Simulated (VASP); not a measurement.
Runs of VASP 6.6.1 on AlAs. The structure is that of space group F-43m (No. 216), or close to it. The cells are those of the table. 

```tsv
level	cell	cutoff (eV)	gap on the mesh (eV)	pressure (GPa)
PBE+D3(BJ)	a = 4.061 Å, angles 60.0°, 2 atoms	500	1.51	-2.6
r2SCAN	a = 3.988 Å, angles 60.0°, 2 atoms	550	1.77	(c)
r2SCAN	a = 4.003 Å, angles 60.0°, 2 atoms	550	1.79	0.7
PBE+D3(BJ)	a = 4.035 Å, angles 60.0°, 2 atoms	500	1.48	-1.3
r2SCAN	a = 4.068 Å, angles 60.0°, 2 atoms	550	1.86	-2.8
r2SCAN+D3(BJ)	a = 4.027 Å, angles 60.0°, 2 atoms	550	(a)	-1.7
r2SCAN+D3(BJ)	a = 3.946 Å, angles 60.0°, 2 atoms	550	1.72	3.2
r2SCAN+D3(BJ)	a = 4.053 Å, angles 60.0°, 2 atoms	550	(b)	(d)
```

Alike in all rows: task single point; potentials or basis VASP PAW PBE potentials, release 64 (Al, As); no spin polarisation; k mesh 8 × 8 × 8; smearing gaussian 0.05 eV.

Problem. Estimate the missing entries.

Solution. (a) 1.82; (b) 1.85; (c) 1.6; (d) -3.1.

Caveats: the PAW data sets were made with another functional, which shifts forces and pressure a little (at least some runs); three body term missing (at least some runs); the cell stands under pressure (at least some runs); the cell stands under tension (at least some runs).

A k mesh can miss the band edges, and the runs leave out spin-orbit coupling on As.
